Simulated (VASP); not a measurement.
# Ag in VASP: notebook

The runs below take Ag through single point, with PBEsol.

Everything below comes from runs of VASP 6.6.1. Logs are shortened: lines on timing, memory, paths and dates and some standing lists are left out, and cuts for length are marked.

**1. The cell of the first run**

The cell holds a slab with vacuum, 8 atoms: a = 2.871 Å, b = 2.871 Å, c = 31.342 Å, α = 90.00°, β = 90.00°, γ = 120.00°.

**2. Single point, PBEsol**

INCAR reads:

```
SYSTEM = Ag
PREC = Accurate
ENCUT = 520
EDIFF = 1E-6
ISMEAR = 0
SIGMA = 0.1
LREAL = .False.
LASPH = .True.
NELM = 100
ALGO = Fast
ISIF = 2
LWAVE = .False.
LCHARG = .False.
LDIPOL = .True.
IDIPOL = 3
DIPOL = 0.5 0.5 0.500
GGA = PS
NBANDS = 54
```

KPOINTS reads:

```
regular mesh
0
Gamma
  12 12 1
  0 0 0
```

POSCAR reads:

```
Ag
1.0
    2.8709531701      0.0000000000      0.0000000000
   -1.4354765850      2.4863183784      0.0000000000
    0.0000000000      0.0000000000     31.3416030314
Ag
8
Direct
    0.3333333333      0.6666666667      0.2392985449
    0.0000000000      0.0000000000      0.3137846749
    0.6666666667      0.3333333333      0.3882708050
    0.0000000000      0.0000000000      0.4627569350
    0.3333333333      0.6666666667      0.5372430650
    0.0000000000      0.0000000000      0.6117291950
    0.6666666667      0.3333333333      0.6862153251
    0.0000000000      0.0000000000      0.7607014551
```

Potentials or basis: VASP PAW PBE potentials, release 64 (Ag).

Started as:

```sh
> cat potpaw_PBE.64/Ag/POTCAR > POTCAR
> mpirun -np 1 vasp_std > vasp.out
```

OUTCAR:

```text
SYSTEM = Ag
   PREC = Accurate
   ENCUT = 520
   EDIFF = 1E-6
   ISMEAR = 0
   LREAL = .False.
   LASPH = .True.
   NELM = 100
   ISIF = 2
   GGA = PS

 ion  position               nearest neighbor table
   1  0.333  0.667  0.239-   2 2.86   2 2.86   2 2.86
   2  0.000  0.000  0.314-   1 2.86   1 2.86   1 2.86   3 2.86   3 2.86   3 2.86
   3  0.667  0.333  0.388-   4 2.86   4 2.86   4 2.86   2 2.86   2 2.86   2 2.86
   4  0.000  0.000  0.463-   5 2.86   3 2.86   5 2.86   3 2.86   5 2.86   3 2.86
   5  0.333  0.667  0.537-   4 2.86   6 2.86   4 2.86   6 2.86   4 2.86   6 2.86
   6  0.000  0.000  0.612-   5 2.86   5 2.86   5 2.86   7 2.86   7 2.86   7 2.86
   7  0.667  0.333  0.686-   8 2.86   8 2.86   8 2.86   6 2.86   6 2.86   6 2.86
   8  0.000  0.000  0.761-   7 2.86   7 2.86   7 2.86

  LATTYP: Found a hexagonal cell.
 ALAT       =     2.8709531701
 C/A-ratio  =    10.9167935436

  Lattice vectors:

 A1 = (   2.8709531701,   0.0000000000,   0.0000000000)
 A2 = (  -1.4354765850,   2.4863183784,   0.0000000000)
 A3 = (   0.0000000000,   0.0000000000,  31.3416030314)

Analysis of symmetry for initial positions (statically):
=====================================================================
 Subroutine PRICEL returns:
 Original cell was already a primitive cell.

 Routine SETGRP: Setting up the symmetry group for a
 hexagonal supercell.

 Subroutine GETGRP returns: Found  6 space group operations
 (whereof  6 operations were pure point group operations)
 out of a pool of 24 trial point group operations.

The static configuration has the point symmetry C_3v.

Analysis of symmetry for dynamics (positions and initial velocities):
=====================================================================
 Subroutine PRICEL returns:
 Original cell was already a primitive cell.

 Routine SETGRP: Setting up the symmetry group for a
 hexagonal supercell.

 Subroutine GETGRP returns: Found  6 space group operations
 (whereof  6 operations were pure point group operations)
 out of a pool of 24 trial point group operations.

The dynamic configuration has the point symmetry C_3v.

 Subroutine INISYM returns: Found  6 space group operations
 (whereof  6 operations are pure point group operations),
 and found     1 'primitive' translations

----------------------------------------------------------------------------------------

                                     Primitive cell

  volume of cell :     223.7196

  direct lattice vectors                    reciprocal lattice vectors
     2.870953170  0.000000000  0.000000000     0.348316375  0.201100553  0.000000000
    -1.435476585  2.486318378  0.000000000     0.000000000  0.402201105  0.000000000
     0.000000000  0.000000000 31.341603031     0.000000000  0.000000000  0.031906473

  length of vectors
     2.870953170  2.870953170 31.341603031     0.402201105  0.402201105  0.031906473

  position of ions in fractional coordinates (direct lattice)
     0.333333333  0.666666667  0.239298545
     0.000000000  0.000000000  0.313784675
     0.666666667  0.333333333  0.388270805
     0.000000000  0.000000000  0.462756935
     0.333333333  0.666666667  0.537243065
     0.000000000  0.000000000  0.611729195
     0.666666667  0.333333333  0.686215325
     0.000000000  0.000000000  0.760701455

  ion indices of the primitive-cell ions
   primitive index   ion index
                 1           1
                 2           2
                 3           3
                 4           4
                 5           5
                 6           6
                 7           7
                 8           8

----------------------------------------------------------------------------------------

 KPOINTS: regular mesh

Automatic generation of k-mesh.
 Grid dimensions read from file:
 generate k-points for:   12   12    1

 Generating k-lattice:

  Cartesian coordinates                     Fractional coordinates (reciprocal lattice)
     0.029026365  0.016758379  0.000000000     0.083333333  0.000000000  0.000000000
     0.000000000  0.033516759  0.000000000     0.000000000  0.083333333  0.000000000
     0.000000000  0.000000000  0.031906473     0.000000000  0.000000000  1.000000000

  Length of vectors
     0.033516759  0.033516759  0.031906473

  Shift w.r.t. Gamma in fractional coordinates (k-lattice)
     0.000000000  0.000000000  0.000000000

 Subroutine IBZKPT returns following result:
 ===========================================

 Found     19 irreducible k-points:

 Following reciprocal coordinates:
            Coordinates               Weight
  0.000000  0.000000  0.000000      1.000000
  0.083333 -0.000000  0.000000      6.000000
  0.166667  0.000000  0.000000      6.000000
  0.250000 -0.000000  0.000000      6.000000
  0.333333 -0.000000  0.000000      6.000000
  0.416667 -0.000000  0.000000      6.000000
[... 11 lines left out ...]
  0.333333  0.250000  0.000000     12.000000
  0.333333  0.333333  0.000000      2.000000
   k-points           NKPTS =     19   k-points in BZ     NKDIM =     19   number of bands    NBANDS=     54
   number of dos      NEDOS =    301   number of ions     NIONS =      8
   total plane-waves  NPLWV = 138240
   dimension x,y,z NGX =    24 NGY =   24 NGZ =  240
   dimension x,y,z NGXF=    48 NGYF=   48 NGZF=  480
   ions per type =               8
   NGX,Y,Z   is equivalent  to a cutoff of  13.90, 13.90, 12.73 a.u.
   NGXF,Y,Z  is equivalent  to a cutoff of  27.79, 27.79, 25.46 a.u.
 SYSTEM =  Ag
   PREC   = accura    normal or accurate (medium, high low for compatibility)
   ISTART =      0    job   : 0-new  1-cont  2-samecut
   ICHARG =      2    charge: 1-file 2-atom 10-const
   ISPIN  =      1    spin polarized calculation?
   LNONCOLLINEAR =      F non collinear calculations
   LSORBIT =      F    spin-orbit coupling
   LASPH  =      T    aspherical Exc in radial PAW
   ENCUT  =  520.0 eV  38.22 Ry    6.18 a.u.   5.34  5.34 58.27*2*pi/ulx,y,z
   NELM   =    100;   NELMIN=  2; NELMDL= -5     # of ELM steps
   EDIFF  = 0.1E-05   stopping-criterion for ELM
   LREAL  =      F    real-space projection
   EDIFFG = 0.1E-04   stopping-criterion for IOM
   NSW    =      0    number of steps for IOM
   IBRION =     -1    ionic relax: 0-MD 1-quasi-New 2-CG
   NFREE  =      0    steps in history (QN), initial steepest desc. (CG)
   ISIF   =      2    stress and relaxation
   ISYM   =      2    0-nonsym 1-usesym 2-fastsym
   POTIM  = 0.5000    time-step for ionic-motion
   TEBEG  =    0.0;   TEEND  =   0.0 temperature during run
   PSTRESS=    0.0 pullay stress
   NELECT =      88.0000    total number of electrons
   NUPDOWN=      -1.0000    fix difference up-down
   EMIN   =  10.00;   EMAX   =-10.00  energy-range for DOS
   EFERMI =   0.00;   METHOD = LEGACY
   ISMEAR =     0;   SIGMA  =   0.10  broadening in eV -4-tet -1-fermi 0-gaus
   EFERMI_NEDOS =   21; number of points for ismear=-14 and -15
   IALGO  =     68    algorithm
   IMIX   =      4    mixing-type and parameters
     AMIX     =   0.40;   BMIX     =  1.00
     AMIX_MAG =   1.60;   BMIX_MAG =  1.00
  volume/ion in A,a.u.               =      27.96       188.72
  Fermi-wavevector in a.u.,A,eV,Ry     =   1.199502  2.266730 19.576137  1.438805
  Thomas-Fermi vector in A             =   2.335363
   LORBIT       =      0    0 simple, 1 ext, 2 COOP (PROOUT), +10 PAW based schemes
   GGA     = PS    functional components
   LHFCALC =     F    Hartree Fock is set to
   AEXX    =    0.0000 exact exchange contribution
   IVDW    =     0    specifies the selected vdW correction
   LEPSILON=     F    determine dielectric tensor
   LRPA    =     F    only Hartree local field effects (RPA)
 non-spin polarized calculation
 RMM-DIIS sequential band-by-band and
 Gauss-broadening in eV      SIGMA  =   0.10
  energy-cutoff  :      520.00
  volume of cell :      223.72
 maximum number of plane-waves:      6093
 NGX is ok and might be reduce to    24
   NGX = 11   NGY = 11   NGZ =117

 dipolmoment           0.000000      0.000000     -0.000072 electrons x Angstroem

 number of electron      87.9999982 magnetization

 dipolmoment           0.000000      0.000000      0.000047 electrons x Angstroem

 Free energy of the ion-electron system (eV)
  ---------------------------------------------------
  ext. energy  EPLUGINS =         0.00000000
  ---------------------------------------------------
  free energy    TOTEN  =       -25.51336980 eV

  energy without entropy =      -25.49320678  energy(sigma->0) =      -25.50328829

 E-fermi :   3.2498     XC(G=0):  -8.0028

 val. band max:        3.2483038069   @ k =   0.0833  -0.0000   0.0000
 cond. band min:       3.2779801974   @ k =   0.3333   0.0833   0.0000
 fundamental gap:      0.0296763905
 Fermi energy:         3.2498259345

 k-point     1 :       0.0000    0.0000    0.0000
  band No.  band energies     occupation
      1      -4.5861      2.00000
      2      -4.2676      2.00000
      3      -3.8170      2.00000
      4      -3.3204      2.00000
      5      -3.2052      2.00000
      6      -3.1426      2.00000
[... 46 lines left out ...]
     53       8.6652      0.00000
     54      10.0945      0.00000

 k-point     2 :       0.0833   -0.0000    0.0000
  band No.  band energies     occupation
      1      -4.3930      2.00000
      2      -4.0797      2.00000
      3      -3.6358      2.00000
      4      -3.1488      2.00000
      5      -3.0838      2.00000
      6      -3.0111      2.00000
[... 46 lines left out ...]
     53       8.8081      0.00000
     54      10.2365      0.00000
[... 910 lines left out ...]
     53       9.2819      0.00000
     54       9.3568      0.00000

 k-point    19 :       0.3333    0.3333    0.0000
  band No.  band energies     occupation
      1      -2.5788      2.00000
      2      -2.5719      2.00000
      3      -2.4711      2.00000
      4      -2.3784      2.00000
      5      -2.3779      2.00000
      6      -2.2983      2.00000
[... 46 lines left out ...]
     53       9.1491      0.00000
     54       9.2110      0.00000

------------------------ aborting loop because EDIFF is reached ----------------------------------------

 vacuum level on the upper side and lower side of the slab       (xc-potential included)        -0.103        -0.013

  FORCE on cell =-STRESS in cart. coord.  units (eV):
  Direction    XX          YY          ZZ          XY          YZ          ZX
  --------------------------------------------------------------------------------------
  -------------------------------------------------------------------------------------
  Total       -1.2249400     -1.2249400     -0.5555254     -0.0000000     -0.0000000      0.0000000
  in kB       -8.7724592     -8.7724592     -3.9784181     -0.0000000     -0.0000000      0.0000000
  external PRESSURE =      -7.1744455 kB  Pullay stress =       0.0000000 kB

 VOLUME and BASIS-vectors are now :
 -----------------------------------------------------------------------------
  energy-cutoff  :      520.00
  volume of cell :      223.72
      direct lattice vectors                 reciprocal lattice vectors
     2.870953170  0.000000000  0.000000000     0.348316375  0.201100553  0.000000000
    -1.435476585  2.486318378  0.000000000     0.000000000  0.402201105  0.000000000
     0.000000000  0.000000000 31.341603031     0.000000000  0.000000000  0.031906473

 POSITION                                       TOTAL-FORCE (eV/Angst)
 -----------------------------------------------------------------------------------
     -0.00000      1.65755      7.50000        -0.000000     -0.000000      0.029278
      0.00000      0.00000      9.83451         0.000000     -0.000000      0.031610
      1.43548      0.82877     12.16903         0.000000     -0.000000     -0.030089
      0.00000      0.00000     14.50354         0.000000     -0.000000     -0.047440
     -0.00000      1.65755     16.83806         0.000000     -0.000000      0.045660
      0.00000      0.00000     19.17257        -0.000000      0.000000      0.031899
      1.43548      0.82877     21.50709         0.000000     -0.000000     -0.049951
      0.00000      0.00000     23.84160        -0.000000     -0.000000     -0.010966
 -----------------------------------------------------------------------------------
    total drift:                               -0.000000      0.000000      0.001681

  FREE ENERGIE OF THE ION-ELECTRON SYSTEM (eV)
  ---------------------------------------------------
  free  energy   TOTEN  =       -25.5133698042 eV

  energy  without entropy=      -25.4932067801  energy(sigma->0) =      -25.50328829

 vacuum level on the upper side and lower side of the slab         7.750         7.801
```

It took 9.1 min on 1 thread of Intel Xeon Platinum 8488C (Sapphire Rapids), shared host; peak memory 0.44 GiB.

Results:

| Property | Result |
| --- | --- |
| Free energy | -25.5134 eV |
| Largest force | 0.050 eV/Å |
| Band gap on the k mesh | zero (bands 44 and 45 overlap by 6.47 eV) |

Forces on the atoms (eV/Å):
```
Ag   0.000  0.000  0.029
Ag   0.000  0.000  0.032
Ag   0.000  0.000 -0.030
Ag   0.000  0.000 -0.047
Ag   0.000  0.000  0.046
Ag   0.000  0.000  0.032
Ag   0.000  0.000 -0.050
Ag   0.000  0.000 -0.011
```

Caveat: the PAW data sets were made with another functional, which shifts forces and pressure a little.

[end of part 1 of 2]

The gap in the log of VASP goes by the Fermi energy; the results here count the filled bands.